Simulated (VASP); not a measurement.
A run of VASP 6.6.1:

Contents of INCAR:

```
  PREC = Accurate
  ENCUT = 520
  EDIFF = 1E-6
  ISMEAR = 0
  SIGMA = 0.1
  LREAL = False
  LASPH = True
  NELM = 100
  ALGO = Normal
  ISIF = 2
  LWAVE = False
  LCHARG = False
  GGA = PS
  NBANDS = 24
```

File KPOINTS:

```
Automatic mesh
0
Gamma
  6 6 4
```

File POSCAR:

```
HfMoC2
1.0
    3.1914230000      0.0000000000      0.0000000000
    0.0000000000      3.1914230000      0.0000000000
    0.0000000000      0.0000000000      4.4851640000
Hf Mo C
1 1 2
Direct
    0.0000000000      0.0000000000      0.0000000000
    0.5000000000      0.5000000000      0.5000000000
    0.0000000000      0.0000000000      0.5000000000
    0.5000000000      0.5000000000      0.0000000000
```

Potentials or basis: VASP PAW PBE potentials, release 64 (Hf_pv, Mo_sv, C).

Command:

```sh
$ cat potpaw_PBE.64/Hf_pv/POTCAR potpaw_PBE.64/Mo_sv/POTCAR potpaw_PBE.64/C/POTCAR > POTCAR
$ mpirun -np 1 vasp_std > vasp.out
```

Hardware: 1 thread of Intel Xeon 6975P-C, on a shared host.

Problem. Estimate the wall time of this run.

Solution. Wall time 23 s on 1 thread of Intel Xeon 6975P-C, on a shared host, peak memory 0.18 GiB. Counts: scf iterations 15, k points 30.
